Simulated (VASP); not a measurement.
# Ta (Im-3m) in VASP: notebook, part 2 of 2

VASP 6.6.1. The steps go on from the part before.

### Step 3. Single point, LDA

Input file INCAR:

```
SYSTEM = Ta
PREC = Accurate
ENCUT = 520
EDIFF = 1E-7
ISMEAR = -1
SIGMA = 0.1
LREAL = .FALSE.
LASPH = .TRUE.
NELM = 100
ALGO = Normal
ISIF = 2
LWAVE = .FALSE.
LCHARG = .TRUE.
LELF = .TRUE.
LVHAR = .TRUE.
NBANDS = 12
```

Input file KPOINTS:

```
regular mesh
0
G
  13 13 13
  0 0 0
```

Input file POSCAR:

```
Ta
1.0
   -1.6276710321      1.6276710321      1.6276710321
    1.6276710321     -1.6276710321      1.6276710321
    1.6276710321      1.6276710321     -1.6276710321
Ta
1
Direct
    0.0000000000      0.0000000000      0.0000000000
```

Potentials or basis: VASP PAW LDA potentials, release 64 (Ta_pv).

Run with:

```bash
$ cat potpaw_LDA.64/Ta_pv/POTCAR > POTCAR
$ mpirun -np 1 vasp_std > vasp.out
```

OUTCAR:

```text
SYSTEM = Ta
   PREC = Accurate
   ENCUT = 520
   EDIFF = 1E-7
   ISMEAR = -1
   LREAL = .FALSE.
   LASPH = .TRUE.
   NELM = 100
   ISIF = 2

 ion  position               nearest neighbor table
   1  0.000  0.000  0.000-

  LATTYP: Found a body centered cubic cell.
 ALAT       =     3.2553420642

  Lattice vectors:

 A1 = (  -1.6276710321,   1.6276710321,   1.6276710321)
 A2 = (   1.6276710321,  -1.6276710321,   1.6276710321)
 A3 = (   1.6276710321,   1.6276710321,  -1.6276710321)

[... 529 lines left out ...]
      4       1.3272      2.00000
      5       4.5261      1.99999
      6       5.0681      1.99805
      7       9.6583      0.00000
      8      10.3035      0.00000
      9      11.5922      0.00000
     10      19.5921      0.00000
     11      20.9215      0.00000
     12      21.3838      0.00000

 [... further k-points ...]
[... 5 lines left out ...]
  --------------------------------------------------------------------------------------
  -------------------------------------------------------------------------------------
  Total        0.0867083      0.0867083      0.0867083      0.0000000      0.0000000     -0.0000000
  in kB        8.0539927      8.0539927      8.0539927      0.0000000      0.0000000     -0.0000000
  external PRESSURE =       8.0539927 kB  Pullay stress =       0.0000000 kB

 VOLUME and BASIS-vectors are now :
 -----------------------------------------------------------------------------
  energy-cutoff  :      520.00
  volume of cell :       17.25
      direct lattice vectors                 reciprocal lattice vectors
    -1.627671032  1.627671032  1.627671032     0.000000000  0.307187380  0.307187380
     1.627671032 -1.627671032  1.627671032     0.307187380  0.000000000  0.307187380
     1.627671032  1.627671032 -1.627671032     0.307187380  0.307187380  0.000000000

 POSITION                                       TOTAL-FORCE (eV/Angst)
 -----------------------------------------------------------------------------------
      0.00000      0.00000      0.00000        -0.000000      0.000000     -0.000000
 -----------------------------------------------------------------------------------
    total drift:                                0.000000      0.000000     -0.000000

  FREE ENERGIE OF THE ION-ELECTRON SYSTEM (eV)
  ---------------------------------------------------
  free  energy   TOTEN  =       -12.8474395932 eV

  energy  without entropy=      -12.8019130911  energy(sigma->0) =      -12.82467634
```

OSZICAR:

```text
N       E                     dE             d eps       ncg     rms          rms(c)
DAV:   1     0.598728044488E+02    0.59873E+02   -0.61178E+03  2048   0.885E+02
DAV:   2    -0.123324830405E+02   -0.72205E+02   -0.70267E+02  2260   0.247E+02
DAV:   3    -0.133106657069E+02   -0.97818E+00   -0.97179E+00  2368   0.270E+01
DAV:   4    -0.133131931885E+02   -0.25275E-02   -0.25273E-02  2236   0.154E+00
DAV:   5    -0.133132004241E+02   -0.72356E-05   -0.72353E-05  2316   0.790E-02    0.145E+01
DAV:   6    -0.129583089369E+02    0.35489E+00   -0.27752E-01  2308   0.542E+00    0.702E+00
DAV:   7    -0.128495107677E+02    0.10880E+00   -0.22287E-01  2300   0.457E+00    0.363E-01
DAV:   8    -0.128474674577E+02    0.20433E-02   -0.41814E-03  2148   0.678E-01    0.979E-02
DAV:   9    -0.128474401617E+02    0.27296E-04   -0.71328E-05  2276   0.887E-02    0.246E-02
DAV:  10    -0.128474396183E+02    0.54334E-06   -0.30764E-06  2192   0.187E-02    0.308E-03
DAV:  11    -0.128474395932E+02    0.25136E-07   -0.71991E-08  1444   0.297E-03
   1 F= -.12847440E+02 E0= -.12824676E+02  d E =-.455265E-01
```

stdout:

```text
POSCAR found type information on POSCAR Ta
 POSCAR found :  1 types and       1 ions
 scaLAPACK will be used
 LDA part: xc-table for (Slater(with rela. corr.)+CA(PZ))
 , standard interpolation
 POSCAR, INCAR and KPOINTS ok, starting setup
 FFT: planning ... GRIDC
 FFT: planning ... GRID_SOFT
 FFT: planning ... GRID
 WAVECAR not read
 entering main loop
```

Run time: 6.3 s. Hardware: 1 thread of Intel Xeon 6975P-C (Granite Rapids), shared host; peak memory 0.13 GiB.

Results:

```yaml
Free_energy: -12.8474 eV
Pressure: 0.8 GPa
```

Levels at points of the mesh, in eV from the Fermi level:
```tsv
k point	band 4	band 5	band 6	band 7	band 8	band 9
(0.00, 0.00, 0.00)	-8.00	0.67	0.67	0.67	4.09	4.09
```

Caveat: spin-orbit coupling is left out, which moves the levels of the heavy elements.

### Step 4. Relaxation of cell and atoms, LDA

This run uses another cell than the first one, of 18.06 Å³/atom, 1.047 times its volume.

Input file INCAR:

```
PREC = Accurate
ENCUT = 600
EDIFF = 1E-6
ISMEAR = -1
SIGMA = 0.1
LREAL = False
LASPH = True
NELM = 60
ALGO = Normal
ISIF = 3
LWAVE = False
LCHARG = False
GGA = CA
IBRION = 2
NSW = 80
EDIFFG = -0.01
```

Input file KPOINTS:

```
regular mesh
0
Gamma
  13 13 13
```

Input file POSCAR:

```
Ta
1.0
   -1.6529000000      1.6529000000      1.6529000000
    1.6529000000     -1.6529000000      1.6529000000
    1.6529000000      1.6529000000     -1.6529000000
Ta
1
Direct
    0.0000000000      0.0000000000      0.0000000000
```

Run with:

```bash
$ cat potpaw_LDA.64/Ta_pv/POTCAR > POTCAR
$ mpirun -np 1 vasp_std > vasp.out
```

It took 16 s on 1 thread of Intel Xeon 6975P-C (Granite Rapids), shared host; peak memory 0.14 GiB.

Results (log left out):

```
Free energy                            : -12.8478 eV
Relaxed volume                         : 17.32 Å³/atom
Relaxed cell                           : a = 2.823 Å, b = 2.823 Å, c = 2.823 Å, α = 109.47°, β = 109.47°, γ = 109.47°
Space group after relaxing (to 0.05 Å) : Im-3m (No. 229)
Energy gained by relaxing              : 20.3 meV/atom
Ionic steps                            : 4
Pressure after relaxing                : 0.0 GPa
```

Step by step:
```
step  energy change (eV)  largest force (eV/Å)  pressure (GPa)  volume (Å³)
   1              0.0000                0.0000           -8.40        18.06
   2              0.0961                0.0000           24.91        15.70
   3             -0.0203                0.0000           -0.31        17.34
   4             -0.0203                0.0000           -0.04        17.32
```

Final structure:
```
Ta
1.0
    -1.62982    1.62982    1.62982
     1.62982   -1.62982    1.62982
     1.62982    1.62982   -1.62982
Ta
1
Cartesian
  0.0000 0.0000 0.0000
```

Levels at points of the mesh, in eV from the Fermi level:
| k point | band 2 | band 3 | band 4 | band 5 | band 6 | band 7 | band 8 | band 9 |
| --- | --- | --- | --- | --- | --- | --- | --- | --- |
| (0.00, 0.00, 0.00) | -32.74 | -32.74 | -7.99 | 0.67 | 0.67 | 0.67 | 4.07 | 4.07 |

Caveat: spin-orbit coupling is left out, which moves the levels of the heavy elements.

### Step 5. Summary

```tsv
task	cell	k mesh	cutoff (eV)	gap on the mesh (eV)	pressure (GPa)
single point	a = 2.819 Å, angles 109.5°, 1 atom	20 × 20 × 20	520	none	0.7
single point	a = 2.819 Å, angles 109.5°, 1 atom	13 × 13 × 13	520	none	0.8
relaxation of cell and atoms	relaxed from a = 2.863 Å, angles 109.5°, 1 atom	13 × 13 × 13	600	none	0.0
```

Alike in all rows: level LDA; potentials or basis VASP PAW LDA potentials, release 64 (Ta_pv); no spin polarisation; smearing fermi-dirac 0.1 eV.

Caveats: spin-orbit coupling is left out, which moves the levels of the heavy elements.

Absolute energies hang on the potentials; compare differences alone.
